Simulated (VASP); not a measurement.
# TlCl (Pm-3m) in VASP: single point with PBE

Aim: the single point of TlCl with PBE.

Everything below comes from runs of VASP 6.6.1. Logs are shortened: lines on timing, memory, paths and dates and some standing lists are left out, and cuts for length are marked.

### 1 The cell of the first run

Symmetry: Pm-3m, No. 221, cubic system. Conventional cell: a = 3.794 Å, b = 3.794 Å, c = 3.794 Å, α = 90.00°, β = 90.00°, γ = 90.00°. Tl (site symmetry m-3m) has 8 Cl at 3.29 Å and 6 Tl at 3.79 Å within 4.3 Å. Within 4.3 Å of Cl (site symmetry m-3m) lie 8 Tl at 3.29 Å and 6 Cl at 3.79 Å.

### 2 Single point, PBE

INCAR reads:

```
PREC = Accurate
ENCUT = 500
EDIFF = 1E-6
ISMEAR = 0
SIGMA = 0.01
LREAL = F
LASPH = T
NELM = 120
ALGO = Normal
ISIF = 2
LWAVE = F
LCHARG = F
GGA = PE
NBANDS = 17
GGA_COMPAT = F
```

KPOINTS reads:

```
Automatic mesh
0
Gamma
  6 6 6
```

POSCAR reads:

```
TlCl
1.0
    3.7936346945      0.0000000000      0.0000000000
    0.0000000000      3.7936346945      0.0000000000
    0.0000000000      0.0000000000      3.7936346945
Tl Cl
1 1
Direct
    0.0000000000      0.0000000000      0.0000000000
    0.5000000000      0.5000000000      0.5000000000
```

Potentials or basis: VASP PAW PBE potentials, release 64 (Tl_d, Cl).

Run with:

```console
$ cat potpaw_PBE.64/Tl_d/POTCAR potpaw_PBE.64/Cl/POTCAR > POTCAR
$ mpirun -np 1 vasp_std > vasp.out
```

OUTCAR:

```text
PREC = Accurate
   ENCUT = 500
   EDIFF = 1E-6
   ISMEAR = 0
   LREAL = F
   LASPH = T
   NELM = 120
   ISIF = 2
   GGA = PE

 ion  position               nearest neighbor table
   1  0.000  0.000  0.000-   2 3.29   2 3.29   2 3.29   2 3.29   2 3.29   2 3.29   2 3.29   2 3.29

   2  0.500  0.500  0.500-   1 3.29   1 3.29   1 3.29   1 3.29   1 3.29   1 3.29   1 3.29   1 3.29

  LATTYP: Found a simple cubic cell.
 ALAT       =     3.7936346945

  Lattice vectors:

 A1 = (   3.7936346945,   0.0000000000,   0.0000000000)
 A2 = (   0.0000000000,   3.7936346945,   0.0000000000)
 A3 = (   0.0000000000,   0.0000000000,   3.7936346945)

Analysis of symmetry for initial positions (statically):
=====================================================================
 Subroutine PRICEL returns:
 Original cell was already a primitive cell.

 Routine SETGRP: Setting up the symmetry group for a
 simple cubic supercell.

 Subroutine GETGRP returns: Found 48 space group operations
 (whereof 48 operations were pure point group operations)
 out of a pool of 48 trial point group operations.

The static configuration has the point symmetry O_h .

Analysis of symmetry for dynamics (positions and initial velocities):
=====================================================================
 Subroutine PRICEL returns:
 Original cell was already a primitive cell.

 Routine SETGRP: Setting up the symmetry group for a
 simple cubic supercell.

 Subroutine GETGRP returns: Found 48 space group operations
 (whereof 48 operations were pure point group operations)
 out of a pool of 48 trial point group operations.

The dynamic configuration has the point symmetry O_h .

 Subroutine INISYM returns: Found 48 space group operations
 (whereof 48 operations are pure point group operations),
 and found     1 'primitive' translations

----------------------------------------------------------------------------------------

                                     Primitive cell

  volume of cell :      54.5967

  direct lattice vectors                    reciprocal lattice vectors
     3.793634695  0.000000000  0.000000000     0.263599445  0.000000000  0.000000000
     0.000000000  3.793634695  0.000000000     0.000000000  0.263599445  0.000000000
     0.000000000  0.000000000  3.793634695     0.000000000  0.000000000  0.263599445

  length of vectors
     3.793634695  3.793634695  3.793634695     0.263599445  0.263599445  0.263599445

  position of ions in fractional coordinates (direct lattice)
     0.000000000  0.000000000  0.000000000
     0.500000000  0.500000000  0.500000000

  ion indices of the primitive-cell ions
   primitive index   ion index
                 1           1
                 2           2

----------------------------------------------------------------------------------------

 KPOINTS: Automatic mesh

Automatic generation of k-mesh.
 Grid dimensions read from file:
 generate k-points for:    6    6    6

 Generating k-lattice:

  Cartesian coordinates                     Fractional coordinates (reciprocal lattice)
     0.043933241  0.000000000  0.000000000     0.166666667  0.000000000  0.000000000
     0.000000000  0.043933241  0.000000000     0.000000000  0.166666667  0.000000000
     0.000000000  0.000000000  0.043933241     0.000000000  0.000000000  0.166666667

  Length of vectors
     0.043933241  0.043933241  0.043933241

  Shift w.r.t. Gamma in fractional coordinates (k-lattice)
     0.000000000  0.000000000  0.000000000

 Subroutine IBZKPT returns following result:
 ===========================================

 Found     20 irreducible k-points:

 Following reciprocal coordinates:
            Coordinates               Weight
  0.000000  0.000000  0.000000      1.000000
  0.166667  0.000000  0.000000      6.000000
  0.333333  0.000000  0.000000      6.000000
  0.500000  0.000000  0.000000      3.000000
  0.166667  0.166667  0.000000     12.000000
  0.333333  0.166667  0.000000     24.000000
[... 12 lines left out ...]
  0.500000  0.500000  0.333333      6.000000
  0.500000  0.500000  0.500000      1.000000
   k-points           NKPTS =     20   k-points in BZ     NKDIM =     20   number of bands    NBANDS=     17
   number of dos      NEDOS =    301   number of ions     NIONS =      2
   total plane-waves  NPLWV =  21952
   dimension x,y,z NGX =    28 NGY =   28 NGZ =   28
   dimension x,y,z NGXF=    56 NGYF=   56 NGZF=   56
   ions per type =               1   1
   NGX,Y,Z   is equivalent  to a cutoff of  12.27, 12.27, 12.27 a.u.
   NGXF,Y,Z  is equivalent  to a cutoff of  24.54, 24.54, 24.54 a.u.
 SYSTEM =  unknown system
   PREC   = accura    normal or accurate (medium, high low for compatibility)
   ISTART =      0    job   : 0-new  1-cont  2-samecut
   ICHARG =      2    charge: 1-file 2-atom 10-const
   ISPIN  =      1    spin polarized calculation?
   LNONCOLLINEAR =      F non collinear calculations
   LSORBIT =      F    spin-orbit coupling
   LASPH  =      T    aspherical Exc in radial PAW
   ENCUT  =  500.0 eV  36.75 Ry    6.06 a.u.   6.92  6.92  6.92*2*pi/ulx,y,z
   NELM   =    120;   NELMIN=  2; NELMDL= -5     # of ELM steps
   EDIFF  = 0.1E-05   stopping-criterion for ELM
   LREAL  =      F    real-space projection
   EDIFFG = 0.1E-04   stopping-criterion for IOM
   NSW    =      0    number of steps for IOM
   IBRION =     -1    ionic relax: 0-MD 1-quasi-New 2-CG
   NFREE  =      0    steps in history (QN), initial steepest desc. (CG)
   ISIF   =      2    stress and relaxation
   ISYM   =      2    0-nonsym 1-usesym 2-fastsym
   POTIM  = 0.5000    time-step for ionic-motion
   TEBEG  =    0.0;   TEEND  =   0.0 temperature during run
   PSTRESS=    0.0 pullay stress
   NELECT =      20.0000    total number of electrons
   NUPDOWN=      -1.0000    fix difference up-down
   EMIN   =  10.00;   EMAX   =-10.00  energy-range for DOS
   EFERMI =   0.00;   METHOD = LEGACY
   ISMEAR =     0;   SIGMA  =   0.01  broadening in eV -4-tet -1-fermi 0-gaus
   EFERMI_NEDOS =   21; number of points for ismear=-14 and -15
   IALGO  =     38    algorithm
   IMIX   =      4    mixing-type and parameters
     AMIX     =   0.40;   BMIX     =  1.00
     AMIX_MAG =   1.60;   BMIX_MAG =  1.00
  volume/ion in A,a.u.               =      27.30       184.22
  Fermi-wavevector in a.u.,A,eV,Ry     =   1.171375  2.213578 18.668821  1.372120
  Thomas-Fermi vector in A             =   2.307820
   LORBIT       =      0    0 simple, 1 ext, 2 COOP (PROOUT), +10 PAW based schemes
   GGA     = PE    functional components
   LHFCALC =     F    Hartree Fock is set to
   AEXX    =    0.0000 exact exchange contribution
   IVDW    =     0    specifies the selected vdW correction
   LEPSILON=     F    determine dielectric tensor
   LRPA    =     F    only Hartree local field effects (RPA)
 non-spin polarized calculation
 Gauss-broadening in eV      SIGMA  =   0.01
  energy-cutoff  :      500.00
  volume of cell :       54.60
 maximum number of plane-waves:      1409
 NGX is ok and might be reduce to    28
   NGX = 13   NGY = 13   NGZ = 13

 number of electron      20.0000002 magnetization

 Free energy of the ion-electron system (eV)
  ---------------------------------------------------
  ext. energy  EPLUGINS =         0.00000000
  ---------------------------------------------------
  free energy    TOTEN  =        -5.98475783 eV

  energy without entropy =       -5.98475783  energy(sigma->0) =       -5.98475783

 E-fermi :   3.1728     XC(G=0):  -9.2942

 val. band max:        3.0856026919   @ k =   0.5000   0.0000   0.0000
 cond. band min:       5.0848357860   @ k =   0.5000   0.0000   0.0000
 fundamental gap:      1.9992330942
 Fermi energy:         3.1727832425

 k-point     1 :       0.0000    0.0000    0.0000
  band No.  band energies     occupation
      1     -10.9035      2.00000
      2      -6.9261      2.00000
      3      -6.9261      2.00000
      4      -6.6579      2.00000
      5      -6.6579      2.00000
      6      -6.6579      2.00000
[... 9 lines left out ...]
     16      15.9400      0.00000
     17      17.3032      0.00000

 k-point     2 :       0.1667    0.0000    0.0000
  band No.  band energies     occupation
      1     -10.8375      2.00000
      2      -6.9220      2.00000
      3      -6.8783      2.00000
      4      -6.6810      2.00000
      5      -6.6810      2.00000
      6      -6.6558      2.00000
[... 9 lines left out ...]
     16      17.1433      0.00000
     17      17.2667      0.00000

 k-point     3 :       0.3333    0.0000    0.0000
  band No.  band energies     occupation
      1     -10.6983      2.00000
      2      -6.9138      2.00000
      3      -6.7878      2.00000
      4      -6.7264      2.00000
      5      -6.7264      2.00000
      6      -6.6516      2.00000
[... 9 lines left out ...]
     16      15.4984      0.00000
     17      17.2363      0.00000

 k-point     4 :       0.5000    0.0000    0.0000
  band No.  band energies     occupation
      1     -10.6247      2.00000
      2      -6.9096      2.00000
      3      -6.7487      2.00000
      4      -6.7487      2.00000
      5      -6.7462      2.00000
      6      -6.6495      2.00000
[... 9 lines left out ...]
     16      17.2129      0.00000
     17      17.2302      0.00000
[... 263 lines left out ...]
      1     -10.3999      2.00000
      2      -6.8341      2.00000
      3      -6.7999      2.00000
      4      -6.7546      2.00000
      5      -6.6680      2.00000
      6      -6.6128      2.00000
[... 9 lines left out ...]
     16      15.3893      0.00000
     17      19.8103      0.00000

 k-point    19 :       0.5000    0.5000    0.3333
  band No.  band energies     occupation
      1     -10.3511      2.00000
      2      -6.8298      2.00000
      3      -6.8298      2.00000
      4      -6.8143      2.00000
      5      -6.6396      2.00000
      6      -6.5801      2.00000
[... 9 lines left out ...]
     16      15.7298      0.00000
     17      20.0312      0.00000

 k-point    20 :       0.5000    0.5000    0.5000
  band No.  band energies     occupation
      1     -10.2944      2.00000
      2      -6.8637      2.00000
      3      -6.8637      2.00000
      4      -6.8637      2.00000
      5      -6.5790      2.00000
      6      -6.5790      2.00000
[... 9 lines left out ...]
     16      16.1061      0.00000
     17      20.1528      0.00000

------------------------ aborting loop because EDIFF is reached ----------------------------------------

  FORCE on cell =-STRESS in cart. coord.  units (eV):
  Direction    XX          YY          ZZ          XY          YZ          ZX
  --------------------------------------------------------------------------------------
  -------------------------------------------------------------------------------------
  Total        0.7478168      0.7478168      0.7478168      0.0000000      0.0000000      0.0000000
  in kB       21.9451858     21.9451858     21.9451858      0.0000000      0.0000000      0.0000000
  external PRESSURE =      21.9451858 kB  Pullay stress =       0.0000000 kB

 VOLUME and BASIS-vectors are now :
 -----------------------------------------------------------------------------
  energy-cutoff  :      500.00
  volume of cell :       54.60
      direct lattice vectors                 reciprocal lattice vectors
     3.793634695  0.000000000  0.000000000     0.263599445  0.000000000  0.000000000
     0.000000000  3.793634695  0.000000000     0.000000000  0.263599445  0.000000000
     0.000000000  0.000000000  3.793634695     0.000000000  0.000000000  0.263599445

 POSITION                                       TOTAL-FORCE (eV/Angst)
 -----------------------------------------------------------------------------------
      0.00000      0.00000      0.00000         0.000000      0.000000      0.000000
      1.89682      1.89682      1.89682         0.000000      0.000000      0.000000
 -----------------------------------------------------------------------------------
    total drift:                                0.000000      0.000000      0.000000

  FREE ENERGIE OF THE ION-ELECTRON SYSTEM (eV)
  ---------------------------------------------------
  free  energy   TOTEN  =        -5.9847578293 eV

  energy  without entropy=       -5.9847578293  energy(sigma->0) =       -5.98475783
```

Wall time 16 s (1 thread of AMD EPYC 7R43 (Zen 3), shared host); peak memory 0.12 GiB.

What came out:

- Free energy: -5.9848 eV
- Pressure: 2.2 GPa
- Band gap on the k mesh: 2.00 eV

Caveat: spin-orbit coupling is left out, which moves the levels of the heavy elements. Expect the measured gap to be larger: semilocal functionals such as PBE lack the derivative discontinuity.
